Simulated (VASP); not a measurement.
# SrTiO3 (P4mm) in VASP: notebook

The runs below take SrTiO3 through single point, with PBE.

All numbers are computed with VASP 6.6.1; they aren't measurements. Logs are shortened: lines on timing, memory, paths and dates and some standing lists are left out, and cuts for length are marked.

### 1 The cell of the first run

It takes space group P4mm (No. 99, tetragonal). The conventional cell has a = 3.936 Å, b = 3.936 Å, c = 3.936 Å, α = 90.00°, β = 90.00°, γ = 90.00°. Sr (site symmetry 4mm) has 12 O at 2.48 to 3.13 Å and 4 Ti at 3.15 Å within 3.3 Å. Ti (site symmetry 4mm) has 6 O at 1.88 to 2.06 Å within 2.5 Å. O (site symmetry 4mm) has 2 Ti at 1.88 to 2.06 Å within 2.5 Å. O (site symmetry 2mm) has 2 Ti at 1.97 Å and 2 Sr at 2.48 Å within 2.6 Å.

### 2 Single point, PBE (atoms displaced along several vibrational modes)

INCAR reads:

```
SYSTEM = SrTiO3
ALGO = Normal
EDIFF = 1E-6
ENCUT = 520
GGA = PE
ISIF = 2
ISMEAR = 0
LASPH = .TRUE.
LCHARG = .TRUE.
LELF = .TRUE.
LREAL = .FALSE.
LVHAR = .TRUE.
LWAVE = .FALSE.
NBANDS = 28
NELM = 100
PREC = Accurate
SIGMA = 0.05
```

KPOINTS reads:

```
k-points
0
G
  8 8 8
  0 0 0
```

POSCAR reads:

```
SrTiO3
1.0
    3.9364094381      0.0000000000      0.0000000000
    0.0000000000      3.9364094381      0.0000000000
    0.0000000000      0.0000000000      3.9364094381
Sr Ti O
1 1 3
Direct
    0.0620032910      0.0000000000      0.0000000000
    0.4365176476      0.5000000000      0.5000000000
   -0.0400433309      0.5000000000      0.5000000000
    0.4452039083      0.0000000000      0.5000000000
    0.4452039083      0.5000000000      0.0000000000
```

Potentials or basis: VASP PAW PBE potentials, release 64 (Sr_sv, Ti_sv, O).

The run is started by

```bash
$ cat potpaw_PBE.64/Sr_sv/POTCAR potpaw_PBE.64/Ti_sv/POTCAR potpaw_PBE.64/O/POTCAR > POTCAR
$ mpirun -np 1 vasp_std > vasp.out
```

OUTCAR:

```text
SYSTEM = SrTiO3
   EDIFF = 1E-6
   ENCUT = 520
   GGA = PE
   ISIF = 2
   ISMEAR = 0
   LASPH = .TRUE.
   LREAL = .FALSE.
   NELM = 100
   PREC = Accurate

 ion  position               nearest neighbor table
   1  0.062  0.000  0.000-   4 2.48   5 2.48   4 2.48   5 2.48   3 2.81   3 2.81   3 2.81   3 2.81
                             4 3.13   5 3.13   4 3.13   5 3.13   2 3.15   2 3.15   2 3.15   2 3.15
   2  0.437  0.500  0.500-   3 1.88   4 1.97   5 1.97   5 1.97   4 1.97   3 2.06   1 3.15   1 3.15
                             1 3.15   1 3.15   1 3.72   1 3.72   1 3.72   1 3.72
   3  0.960  0.500  0.500-   2 1.88   2 2.06   1 2.81   1 2.81   1 2.81   1 2.81
   4  0.445  0.000  0.500-   2 1.97   2 1.97   1 2.48   1 2.48   1 3.13   1 3.13
   5  0.445  0.500  0.000-   2 1.97   2 1.97   1 2.48   1 2.48   1 3.13   1 3.13

  LATTYP: Found a simple cubic cell.
 ALAT       =     3.9364094381

  Lattice vectors:

 A1 = (   3.9364094381,   0.0000000000,   0.0000000000)
 A2 = (   0.0000000000,   3.9364094381,   0.0000000000)
 A3 = (   0.0000000000,   0.0000000000,   3.9364094381)

Analysis of symmetry for initial positions (statically):
=====================================================================
 Subroutine PRICEL returns:
 Original cell was already a primitive cell.

 Routine SETGRP: Setting up the symmetry group for a
 simple cubic supercell.

 Subroutine GETGRP returns: Found  8 space group operations
 (whereof  8 operations were pure point group operations)
 out of a pool of 48 trial point group operations.

The static configuration has the point symmetry C_4v.

Analysis of symmetry for dynamics (positions and initial velocities):
=====================================================================
 Subroutine PRICEL returns:
 Original cell was already a primitive cell.

 Routine SETGRP: Setting up the symmetry group for a
 simple cubic supercell.

 Subroutine GETGRP returns: Found  8 space group operations
 (whereof  8 operations were pure point group operations)
 out of a pool of 48 trial point group operations.

The dynamic configuration has the point symmetry C_4v.

 Subroutine INISYM returns: Found  8 space group operations
 (whereof  8 operations are pure point group operations),
 and found     1 'primitive' translations

----------------------------------------------------------------------------------------

                                     Primitive cell

  volume of cell :      60.9959

  direct lattice vectors                    reciprocal lattice vectors
     3.936409438  0.000000000  0.000000000     0.254038615  0.000000000  0.000000000
     0.000000000  3.936409438  0.000000000     0.000000000  0.254038615  0.000000000
     0.000000000  0.000000000  3.936409438     0.000000000  0.000000000  0.254038615

  length of vectors
     3.936409438  3.936409438  3.936409438     0.254038615  0.254038615  0.254038615

  position of ions in fractional coordinates (direct lattice)
     0.062003291  0.000000000  0.000000000
     0.436517648  0.500000000  0.500000000
     0.959956669  0.500000000  0.500000000
     0.445203908  0.000000000  0.500000000
     0.445203908  0.500000000  0.000000000

  ion indices of the primitive-cell ions
   primitive index   ion index
                 1           1
                 2           2
                 3           3
                 4           4
                 5           5

----------------------------------------------------------------------------------------

 KPOINTS: k-points

Automatic generation of k-mesh.
 Grid dimensions read from file:
 generate k-points for:    8    8    8

 Generating k-lattice:

  Cartesian coordinates                     Fractional coordinates (reciprocal lattice)
     0.031754827  0.000000000  0.000000000     0.125000000  0.000000000  0.000000000
     0.000000000  0.031754827  0.000000000     0.000000000  0.125000000  0.000000000
     0.000000000  0.000000000  0.031754827     0.000000000  0.000000000  0.125000000

  Length of vectors
     0.031754827  0.031754827  0.031754827

  Shift w.r.t. Gamma in fractional coordinates (k-lattice)
     0.000000000  0.000000000  0.000000000

 Subroutine IBZKPT returns following result:
 ===========================================

 Found     75 irreducible k-points:

 Following reciprocal coordinates:
            Coordinates               Weight
  0.000000  0.000000  0.000000      1.000000
  0.125000  0.000000  0.000000      2.000000
  0.000000  0.125000  0.000000      4.000000
  0.250000  0.000000  0.000000      2.000000
  0.000000  0.250000  0.000000      4.000000
  0.375000  0.000000  0.000000      2.000000
[... 16 lines left out ...]
  0.375000  0.250000  0.000000      8.000000
  0.000000  0.375000  0.250000      8.000000
 [... further k-points ...]
   k-points           NKPTS =     75   k-points in BZ     NKDIM =     75   number of bands    NBANDS=     28
   number of dos      NEDOS =    301   number of ions     NIONS =      5
   total plane-waves  NPLWV =  27000
   dimension x,y,z NGX =    30 NGY =   30 NGZ =   30
   dimension x,y,z NGXF=    60 NGYF=   60 NGZF=   60
   ions per type =               1   1   3
   NGX,Y,Z   is equivalent  to a cutoff of  12.67, 12.67, 12.67 a.u.
   NGXF,Y,Z  is equivalent  to a cutoff of  25.34, 25.34, 25.34 a.u.
 SYSTEM =  SrTiO3
   PREC   = accura    normal or accurate (medium, high low for compatibility)
   ISTART =      0    job   : 0-new  1-cont  2-samecut
   ICHARG =      2    charge: 1-file 2-atom 10-const
   ISPIN  =      1    spin polarized calculation?
   LNONCOLLINEAR =      F non collinear calculations
   LSORBIT =      F    spin-orbit coupling
   LASPH  =      T    aspherical Exc in radial PAW
   ENCUT  =  520.0 eV  38.22 Ry    6.18 a.u.   7.32  7.32  7.32*2*pi/ulx,y,z
   NELM   =    100;   NELMIN=  2; NELMDL= -5     # of ELM steps
   EDIFF  = 0.1E-05   stopping-criterion for ELM
   LREAL  =      F    real-space projection
   EDIFFG = 0.1E-04   stopping-criterion for IOM
   NSW    =      0    number of steps for IOM
   IBRION =     -1    ionic relax: 0-MD 1-quasi-New 2-CG
   NFREE  =      0    steps in history (QN), initial steepest desc. (CG)
   ISIF   =      2    stress and relaxation
   ISYM   =      2    0-nonsym 1-usesym 2-fastsym
   POTIM  = 0.5000    time-step for ionic-motion
   TEBEG  =    0.0;   TEEND  =   0.0 temperature during run
   PSTRESS=    0.0 pullay stress
   NELECT =      40.0000    total number of electrons
   NUPDOWN=      -1.0000    fix difference up-down
   EMIN   =  10.00;   EMAX   =-10.00  energy-range for DOS
   EFERMI =   0.00;   METHOD = LEGACY
   ISMEAR =     0;   SIGMA  =   0.05  broadening in eV -4-tet -1-fermi 0-gaus
   EFERMI_NEDOS =   21; number of points for ismear=-14 and -15
   IALGO  =     38    algorithm
   IMIX   =      4    mixing-type and parameters
     AMIX     =   0.40;   BMIX     =  1.00
     AMIX_MAG =   1.60;   BMIX_MAG =  1.00
  volume/ion in A,a.u.               =      12.20        82.32
  Fermi-wavevector in a.u.,A,eV,Ry     =   1.422311  2.687778 27.524158  2.022969
  Thomas-Fermi vector in A             =   2.543028
   LORBIT       =      0    0 simple, 1 ext, 2 COOP (PROOUT), +10 PAW based schemes
   GGA     = PE    functional components
   LHFCALC =     F    Hartree Fock is set to
   AEXX    =    0.0000 exact exchange contribution
   IVDW    =     0    specifies the selected vdW correction
   LEPSILON=     F    determine dielectric tensor
   LRPA    =     F    only Hartree local field effects (RPA)
 non-spin polarized calculation
 Gauss-broadening in eV      SIGMA  =   0.05
  energy-cutoff  :      520.00
  volume of cell :       61.00
 maximum number of plane-waves:      1671
 NGX is ok and might be reduce to    30
   NGX = 15   NGY = 15   NGZ = 15

 number of electron      39.9999995 magnetization

 Free energy of the ion-electron system (eV)
  ---------------------------------------------------
  ext. energy  EPLUGINS =         0.00000000
  ---------------------------------------------------
  free energy    TOTEN  =       -39.66502454 eV

  energy without entropy =      -39.66502454  energy(sigma->0) =      -39.66502454

 E-fermi :   4.2028     XC(G=0): -11.0786

 val. band max:        3.8592952618   @ k =   0.5000   0.5000   0.0000
 cond. band min:       5.5487069869   @ k =   0.0000   0.0000   0.0000
 fundamental gap:      1.6894117251
 Fermi energy:         4.2027824198

 k-point     1 :       0.0000    0.0000    0.0000
  band No.  band energies     occupation
      1     -52.6491      2.00000
      2     -28.9018      2.00000
      3     -28.9018      2.00000
      4     -28.9018      2.00000
      5     -28.6628      2.00000
      6     -13.6086      2.00000
[... 20 lines left out ...]
     27      10.0941      0.00000
     28      10.1198      0.00000

 k-point     2 :       0.1250    0.0000    0.0000
  band No.  band energies     occupation
      1     -52.6489      2.00000
      2     -28.9150      2.00000
      3     -28.9015      2.00000
      4     -28.9015      2.00000
      5     -28.6559      2.00000
      6     -13.6269      2.00000
[... 20 lines left out ...]
     27      10.3649      0.00000
     28      10.4158      0.00000

 k-point     3 :       0.0000    0.1250    0.0000
  band No.  band energies     occupation
      1     -52.6489      2.00000
      2     -28.9301      2.00000
      3     -28.9014      2.00000
      4     -28.8912      2.00000
      5     -28.6506      2.00000
      6     -13.6045      2.00000
[... 20 lines left out ...]
     27      10.3327      0.00000
     28      10.3556      0.00000

 k-point     4 :       0.2500    0.0000    0.0000
  band No.  band energies     occupation
      1     -52.6484      2.00000
      2     -28.9449      2.00000
      3     -28.9006      2.00000
      4     -28.9006      2.00000
      5     -28.6408      2.00000
      6     -13.6911      2.00000
[... 20 lines left out ...]
     27      10.9641      0.00000
     28      11.2348      0.00000

 k-point     5 :       0.0000    0.2500    0.0000
  band No.  band energies     occupation
      1     -52.6484      2.00000
      2     -28.9737      2.00000
      3     -28.9004      2.00000
      4     -28.8852      2.00000
      5     -28.6261      2.00000
      6     -13.6514      2.00000
[... 20 lines left out ...]
     27      10.9151      0.00000
     28      11.1596      0.00000

 k-point     6 :       0.3750    0.0000    0.0000
  band No.  band energies     occupation
      1     -52.6480      2.00000
      2     -28.9729      2.00000
      3     -28.8997      2.00000
      4     -28.8997      2.00000
      5     -28.6274      2.00000
      6     -13.7713      2.00000
[... 463 lines left out ...]
      5     -28.6186      2.00000
      6     -13.5744      2.00000
[... 20 lines left out ...]
     27      11.5925      0.00000
     28      11.7493      0.00000

 k-point    22 :       0.0000    0.2500    0.2500
  band No.  band energies     occupation
      1     -52.6477      2.00000
      2     -28.9700      2.00000
      3     -28.9337      2.00000
      4     -28.8812      2.00000
      5     -28.6199      2.00000
      6     -13.4871      2.00000
[... 20 lines left out ...]
     27      11.4961      0.00000
     28      11.6333      0.00000

 k-point    23 :       0.3750    0.2500    0.0000
  band No.  band energies     occupation
      1     -52.6473      2.00000
      2     -28.9734      2.00000
      3     -28.9334      2.00000
      4     -28.8983      2.00000
      5     -28.6139      2.00000
      6     -13.5612      2.00000
[... 20 lines left out ...]
     27      12.0644      0.00000
     28      12.5512      0.00000

 k-point    24 :       0.0000    0.3750    0.2500
  band No.  band energies     occupation
      1     -52.6472      2.00000
      2     -28.9873      2.00000
      3     -28.9351      2.00000
      4     -28.8787      2.00000
      5     -28.6175      2.00000
      6     -13.4649      2.00000
[... 20 lines left out ...]
     27      11.9809      0.00000
     28      12.0361      0.00000

 [... further k-points ...]

------------------------ aborting loop because EDIFF is reached ----------------------------------------

  FORCE on cell =-STRESS in cart. coord.  units (eV):
  Direction    XX          YY          ZZ          XY          YZ          ZX
  --------------------------------------------------------------------------------------
  -------------------------------------------------------------------------------------
  Total        2.2340002      2.5534977      2.5534977      0.0000000      0.0000000      0.0000000
  in kB       58.6803904     67.0726173     67.0726173      0.0000000      0.0000000      0.0000000
  external PRESSURE =      64.2752083 kB  Pullay stress =       0.0000000 kB

 VOLUME and BASIS-vectors are now :
 -----------------------------------------------------------------------------
  energy-cutoff  :      520.00
  volume of cell :       61.00
      direct lattice vectors                 reciprocal lattice vectors
     3.936409438  0.000000000  0.000000000     0.254038615  0.000000000  0.000000000
     0.000000000  3.936409438  0.000000000     0.000000000  0.254038615  0.000000000
     0.000000000  0.000000000  3.936409438     0.000000000  0.000000000  0.254038615

 POSITION                                       TOTAL-FORCE (eV/Angst)
 -----------------------------------------------------------------------------------
      0.24407      0.00000      0.00000        -2.022808      0.000000     -0.000000
      1.71831      1.96820      1.96820         1.198946      0.000000     -0.000000
      3.77878      1.96820      1.96820        -0.036389      0.000000     -0.000000
      1.75250      0.00000      1.96820         0.430126     -0.000000     -0.000000
      1.75250      1.96820      0.00000         0.430126     -0.000000      0.000000
 -----------------------------------------------------------------------------------
    total drift:                               -0.000130      0.000000     -0.000000

  FREE ENERGIE OF THE ION-ELECTRON SYSTEM (eV)
  ---------------------------------------------------
  free  energy   TOTEN  =       -39.6650245378 eV

  energy  without entropy=      -39.6650245378  energy(sigma->0) =      -39.66502454
```

Run time: 3.8 min. Hardware: 1 thread of Intel Xeon 8259CL, shared host; peak memory 0.26 GiB.

What came out:

* Free energy: -39.6650 eV
* Pressure: 6.4 GPa
* Largest force: 2.023 eV/Å
* Band gap on the k mesh: 1.69 eV (least direct gap 2.13 eV)

Forces on the atoms (eV/Å):
```
Sr  -2.023  0.000  0.000
Ti   1.199  0.000  0.000
O   -0.036  0.000  0.000
O    0.430  0.000  0.000
O    0.430  0.000  0.000
```

Levels at points of the mesh, in eV from the valence-band top:
| k point | band 17 | band 18 | band 19 | band 20 | band 21 | band 22 | band 23 | band 24 |
| --- | --- | --- | --- | --- | --- | --- | --- | --- |
| (0.00, 0.00, 0.00) | -1.31 | -0.45 | -0.44 | -0.44 | 1.69 | 1.99 | 1.99 | 4.14 |
| (0.50, 0.00, 0.00) | -2.22 | -1.96 | -0.85 | -0.85 | 1.82 | 3.74 | 3.74 | 4.15 |
| (0.00, 0.50, 0.00) | -2.40 | -1.37 | -0.77 | -0.69 | 2.10 | 3.59 | 3.68 | 4.24 |
| (0.50, 0.50, 0.00) | -1.83 | -1.61 | -1.46 | 0.00 | 3.60 | 3.77 | 4.22 | 5.12 |
| (0.00, 0.50, 0.50) | -1.66 | -1.57 | -1.57 | -0.41 | 3.73 | 3.73 | 4.07 | 5.20 |
| (0.50, 0.50, 0.50) | -3.53 | -0.33 | -0.02 | -0.02 | 4.29 | 4.34 | 4.34 | 7.08 |

Caveat: the cell differs from its parent crystal (atoms displaced along several vibrational modes); the cell stands under pressure; forces of over 1 eV/Å act on the atoms, so gaps and moduli don't describe the material at rest. A k mesh can miss the band edges.

### 3 Single point, PBE (atoms displaced along several vibrational modes)

INCAR reads:

```
SYSTEM = SrTiO3
PREC = Accurate
ENCUT = 520
EDIFF = 1E-6
ISMEAR = 0
SIGMA = 0.05
LREAL = .FALSE.
LASPH = .TRUE.
NELM = 80
ALGO = Normal
ISIF = 2
LWAVE = .FALSE.
LCHARG = .FALSE.
GGA = PE
NBANDS = 28
```

KPOINTS reads:

```
Automatic mesh
0
G
  8 8 8
  0 0 0
```

POSCAR reads:

```
SrTiO3
1.0
    3.9364094381      0.0000000000      0.0000000000
    0.0000000000      3.9364094381      0.0000000000
    0.0000000000      0.0000000000      3.9364094381
Sr Ti O
1 1 3
Direct
    0.0154081701      0.0000000000      0.0000000000
    0.5015019902      0.5000000000      0.5000000000
   -0.0294698483      0.5000000000      0.5000000000
    0.4702959083      0.0000000000      0.5000000000
    0.4702959083      0.5000000000      0.0000000000
```

Potentials or basis: VASP PAW PBE potentials, release 64 (Sr_sv, Ti_sv, O).

The run is started by

```bash
$ cat potpaw_PBE.64/Sr_sv/POTCAR potpaw_PBE.64/Ti_sv/POTCAR potpaw_PBE.64/O/POTCAR > POTCAR
$ mpirun -np 1 vasp_std > vasp.out
```

Run time: 4.6 min. Hardware: 1 thread of Intel Xeon 8259CL, shared host; peak memory 0.26 GiB.

Results (log left out):

| Property | Result |
| --- | --- |
| Free energy | -40.0933 eV |
| Pressure | 2.0 GPa |
| Largest force | 0.263 eV/Å |
| Band gap on the k mesh | 1.89 eV (least direct gap 2.39 eV) |

Forces on the atoms (eV/Å):
```
Sr  -0.263  0.000  0.000
Ti   0.039  0.000  0.000
O    0.218  0.000  0.000
O    0.003  0.000  0.000
O    0.003  0.000  0.000
```

Stress tensor (GPa, compression positive):
```
3.87 0.00 0.00
0.00 1.02 0.00
0.00 0.00 1.02
```

Levels at points of the mesh, in eV from the valence-band top:
| k point | band 17 | band 18 | band 19 | band 20 | band 21 | band 22 | band 23 | band 24 |
| --- | --- | --- | --- | --- | --- | --- | --- | --- |
| (0.00, 0.00, 0.00) | -1.16 | -0.52 | -0.50 | -0.50 | 1.89 | 2.20 | 2.20 | 4.27 |
| (0.50, 0.00, 0.00) | -2.36 | -1.93 | -0.69 | -0.69 | 2.05 | 3.84 | 3.84 | 4.27 |
| (0.00, 0.50, 0.00) | -2.13 | -1.93 | -0.96 | -0.83 | 2.31 | 3.69 | 3.74 | 4.37 |
| (0.50, 0.50, 0.00) | -1.68 | -1.51 | -1.51 | -0.12 | 3.71 | 3.85 | 4.18 | 5.19 |
| (0.00, 0.50, 0.50) | -1.71 | -1.58 | -1.58 | -0.09 | 3.75 | 3.75 | 4.18 | 5.07 |
| (0.50, 0.50, 0.50) | -3.59 | -0.05 | -0.05 | 0.00 | 4.35 | 4.38 | 4.38 | 6.77 |

Caveat: the cell differs from its parent crystal (atoms displaced along several vibrational modes).
